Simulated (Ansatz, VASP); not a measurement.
## InAs in VASP and in Ansatz

INCAR

```
SYSTEM = InAs
  PREC = Accurate
  ENCUT = 520
  EDIFF = 1E-7
  ISMEAR = 0
  SIGMA = 0.01
  LREAL = .FALSE.
  LASPH = .TRUE.
  NELM = 150
  ALGO = Normal
  ISIF = 2
  LWAVE = .FALSE.
  LCHARG = .FALSE.
  ISPIN = 2
  MAGMOM = 0.5 0
  LORBIT = 11
  GGA = PE
  NBANDS = 20
```

Contents of KPOINTS:

```
Automatic mesh
0
G
  8 8 8
  0 0 0
```

POSCAR

```
InAs
1.0
    0.0000000000      3.2239413857      3.2239413857
    3.2239413857      0.0000000000      3.2239413857
    3.2239413857      3.2239413857      0.0000000000
In As
1 1
Direct
    0.0000000000      0.0000000000      0.0000000000
    0.7500000000      0.7500000000      0.7500000000
```

input.yaml

```yaml
crystal:
  lattice:
    - [0.0, 3.2239413857, 3.2239413857]
    - [3.2239413857, 0.0, 3.2239413857]
    - [3.2239413857, 3.2239413857, 0.0]
  atoms:
    - { symbol: In, position: [0.0, 0.0, 0.0], spin: 0.5 }
    - { symbol: As, position: [0.75, 0.75, 0.75] }
hamiltonian:
  xc: pbe
  pseudopotentials: { kind: paw, core: large }
magnetization:
  spin_polarized: true
kpoints:
  mp_grid: { grid: [8, 8, 8] }
scf:
  occupations: { method: gaussian, width: 0.01 }
output:
  forces: true
  stress: true
  eigenvalues: true
```

Alike in both runs: task single point; functional PBE; k mesh 8 × 8 × 8; occupations gaussian, width 0.01 eV; collinear spin.

|  | VASP | Ansatz |
| --- | --- | --- |
| version | VASP 6.6.1 | Ansatz 0.2.0 |
| potentials or method | VASP PAW PBE potentials, release 64 (In_d, As) | Ansatz PAW |
| plane-wave cutoff (eV) | 520 | 420 |
| valence electrons in the cell | 18 | 28 |

```csv
,VASP,Ansatz,Ansatz less VASP
gap on the k mesh at the Fermi level (eV),none,none,-
pressure (GPa),-4.4,-4.5,-0.02
net moment per atom (μB),0.00,0.00,0.000
```

A gap of «none» marks a metal or a gap that the smearing closes. VASP's potentials hold 18 valence electrons a cell and Ansatz's 28, so a difference there can come from the potentials and not from the codes.
